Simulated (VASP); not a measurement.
The system is MgS.

```
CELL_PARAMETERS angstrom
5.22975 5.22975 5.22975
-5.22975 5.22975 -5.22975
-5.22975 -5.22975 5.22975
ATOMIC_POSITIONS crystal
Mg 0.50340 0.75345 0.74607
Mg 0.49600 0.50052 0.00575
Mg 0.75095 0.48908 0.73907
Mg 0.49555 0.24493 0.24709
Mg 0.75931 0.26156 0.01059
Mg 0.99906 0.25525 0.75272
Mg 0.49773 0.00039 0.49598
Mg 0.75135 0.99679 0.25325
Mg 0.00061 0.99881 0.99911
Mg 0.24929 0.99585 0.75107
Mg 0.75407 0.75434 0.49966
Mg 0.99756 0.75207 0.25078
Mg 0.24705 0.75843 0.00072
Mg 0.99331 0.49616 0.48899
Mg 0.24530 0.50210 0.24636
Mg 0.25413 0.24259 0.49685
S 0.51254 0.00770 0.00529
S 0.50436 0.75215 0.24612
S 0.74679 0.75419 0.00981
S 0.50284 0.49482 0.49976
S 0.74136 0.49517 0.25106
S 0.99448 0.49010 0.99541
S 0.50002 0.24954 0.74374
S 0.75107 0.24975 0.49661
S 0.99921 0.24453 0.24676
S 0.24805 0.24185 0.00057
S 0.75027 0.99065 0.73733
S 0.00657 0.00347 0.49380
S 0.25947 0.00305 0.25036
S 0.99379 0.74707 0.74925
S 0.25782 0.75183 0.49823
S 0.25145 0.49760 0.74876
```

```yaml
Program: VASP 6.6.1
Task: relaxation of the atoms
Functional: PBE
Potentials_or_basis: VASP PAW PBE potentials, release 64 (Mg, S)
Cutoff: 520 eV
k_mesh: 2 × 2 × 2, shifted
Occupations: gaussian, width 0.02 eV
Spin: no spin polarisation
```

At the start: pressure 0.1 GPa; volume 17.88 Å³/atom.

Task: How do energy, volume and symmetry change on relaxing?

Result: Over 8 steps the energy falls by 13.6 meV/atom at a fixed cell; space group P1 (No. 1, to 0.1 Å) before, Fm-3m (No. 225, to 0.1 Å).

The path:
```
step  energy change (eV)  largest force (eV/Å)  pressure (GPa)
   1              0.0000                0.7514            0.08
   2             -0.2360                0.4774           -0.10
   3             -0.3797                0.2356           -0.24
   4             -0.4076                0.1481           -0.26
   5             -0.4253                0.0862           -0.28
   6             -0.4313                0.0594           -0.28
   7             -0.4354                0.0350           -0.28
   8             -0.4365                0.0187           -0.28
```

Final structure:
```xyz
32
Lattice="5.2298 5.2298 5.2298 -5.2298 5.2298 -5.2298 -5.2298 -5.2298 5.2298" Properties=species:S:1:pos:R:3 pbc="T T T"
Mg   -5.2150    2.6240    2.6130
Mg   -5.2172   -0.0009    5.2253
Mg   -2.5988    2.6185    5.2310
Mg    0.0150    2.6201    2.6137
Mg   -2.6043    0.0106    7.8467
Mg   -5.2172   -2.6067    2.6139
Mg   -5.2168    5.2321   -0.0029
Mg   -2.5960    7.8504    0.0042
Mg   -5.2138    5.2282    5.2270
Mg   -7.8298    2.6194    0.0043
Mg   -2.6051    5.2395    2.6128
Mg   -5.2172    2.6207   -2.6155
Mg   -7.8314    0.0101    2.6138
Mg    0.0138    5.2316    5.2265
Mg   -2.5998    2.6185    0.0008
Mg   -2.6024    0.0106    2.6176
S    -7.8321    2.6206    2.6166
S    -2.6027    5.2352   -0.0008
S    -5.2134    2.6158    5.2283
S    -2.6013    2.6251    2.6150
S     0.0135    5.2369    2.6114
S    -7.8311   -2.6037    2.6153
S    -2.6020    0.0032    5.2298
S     0.0133    2.6177    5.2285
S    -2.6024    0.0045    0.0000
S    -5.2157   -2.6141    5.2283
S    -5.2219    5.2361    2.6136
S    -7.8324    2.6220   -2.6139
S    -5.2186    5.2340   -2.6186
S    -7.8307    0.0053   -0.0023
S    -5.2150    2.6195   -0.0004
S    -5.2157    0.0078    2.6120
```
